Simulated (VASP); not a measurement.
# Li2S: relaxation of cell and atoms with r2SCAN

Li2S:

```
CELL_PARAMETERS angstrom
0.00000 2.88257 2.88257
2.88257 0.00000 2.88257
2.88257 2.88257 0.00000
ATOMIC_POSITIONS crystal
Li 0.25000 0.25000 0.25000
Li 0.75000 0.75000 0.75000
S 0.00000 0.00000 0.00000
```

| Quantity | Value |
| --- | --- |
| Program | VASP 6.6.1 |
| Task | relaxation of cell and atoms |
| Functional | r2SCAN |
| Potentials or basis | VASP PAW PBE potentials, release 64 (Li_sv, S) |
| Cutoff | 830 eV |
| k mesh | 5 × 5 × 5 |
| Occupations | tetrahedron |
| Spin | no spin polarisation |
| Dipole correction | no |
| Further INCAR settings | ALGO = Normal; EDIFF = 1e-07; IBRION = 2; EDIFFG = -0.01; NSW = 60; ISIF = 3 |

| Property | Result |
| --- | --- |
| Relaxed volume | 15.30 Å³/atom |
| Relaxed cell | a = 4.019 Å, b = 4.019 Å, c = 4.019 Å, α = 60.00°, β = 60.00°, γ = 60.00° |
| Space group after relaxing (to 0.1 Å) | Fm-3m (No. 225) |
| Energy gained by relaxing | 3.8 meV/atom |
| Ionic steps | 3 |
| Pressure after relaxing | -0.1 GPa |
| Band gap on the k mesh | 4.16 eV (least direct gap 5.07 eV) |

Step by step:
```csv
step,energy change (eV),largest force (eV/Å),pressure (GPa),volume (Å³)
1,0.0000,0.0000,-1.74,47.90
2,-0.0095,0.0000,-0.79,46.71
3,-0.0115,0.0000,-0.05,45.90
```

Final structure:
```cif
data_structure
_symmetry_space_group_name_H-M 'P 1'
_symmetry_Int_Tables_number 1
_cell_length_a 4.0190
_cell_length_b 4.0190
_cell_length_c 4.0190
_cell_angle_alpha 60.000
_cell_angle_beta 60.000
_cell_angle_gamma 60.000
_cell_volume 45.90
loop_
_atom_site_label
_atom_site_type_symbol
_atom_site_fract_x
_atom_site_fract_y
_atom_site_fract_z
_atom_site_occupancy
Li1 Li 0.25000 0.25000 0.25000 1
Li2 Li 0.75000 0.75000 0.75000 1
S1 S 0.00000 0.00000 0.00000 1
```

Levels at points of the mesh, in eV from the valence-band top:
| k point | band 2 | band 3 | band 4 | band 5 | band 6 | band 7 | band 8 | band 9 | band 10 |
| --- | --- | --- | --- | --- | --- | --- | --- | --- | --- |
| (0.00, 0.00, 0.00) | -45.56 | -11.50 | 0.00 | 0.00 | 0.00 | 5.07 | 6.91 | 6.91 | 6.91 |

Wall time 3.2 min on 1 thread of AMD EPYC 7R13 Processor (Zen 3), on a shared host, peak memory 0.22 GiB.

Caveat: the PAW data sets were made with another functional, which shifts forces and pressure a little; an odd mesh through Γ misses points on the zone boundary, where band edges can lie.
